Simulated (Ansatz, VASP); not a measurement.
Two plane-wave programs on Hg2O

```
CELL_PARAMETERS angstrom
-3.63731 0.14110 0.03042
-0.88864 -0.83663 -5.06652
-0.61729 -7.24023 0.11510
ATOMIC_POSITIONS crystal
Hg 0.71644 0.79892 0.84551
Hg 0.71619 0.79902 0.34552
Hg 0.08631 0.36889 0.53061
Hg 0.08699 0.36886 0.03043
O 0.56680 0.08392 0.60460
O 0.56720 0.08382 0.10445
```

Change from the starting cell: cell x2, atoms moved at random (sigma 0.05 Å) and cell strained at random (1.5 %), then relaxed without symmetry.

Alike in both runs: functional PBE; k mesh 6 × 4 × 4; occupations gaussian, width 0.2 eV; no spin polarisation.

Ansatz relaxed the structure, and its values are those at the end. VASP's run is a single point on that final structure, the one shown.

|  | VASP | Ansatz |
| --- | --- | --- |
| version | VASP 6.6.1 | Ansatz 0.2.0 |
| potentials or method | VASP PAW PBE potentials, release 64 (Hg, O), cutoff 520 eV | scalar-relativistic, plane waves, PAW |
| valence electrons in the cell | 60 | 92 |

|  | VASP | Ansatz | Ansatz less VASP |
| --- | --- | --- | --- |
| gap on the k mesh at the Fermi level (eV) | none | none | - |
| pressure (GPa) | 0.8 | 0.0 | -0.74 |
| rms of the force components (eV/Å) | 0.043 | 0.001 | -0.0421 |

A gap of «none» marks a metal or a gap that the smearing closes. With one functional, cell and mesh, what is left measures potentials, basis and numerics. VASP's potentials hold 60 valence electrons a cell and Ansatz's 92, so a difference there can come from the potentials and not from the codes.

Spin-orbit coupling is off throughout.
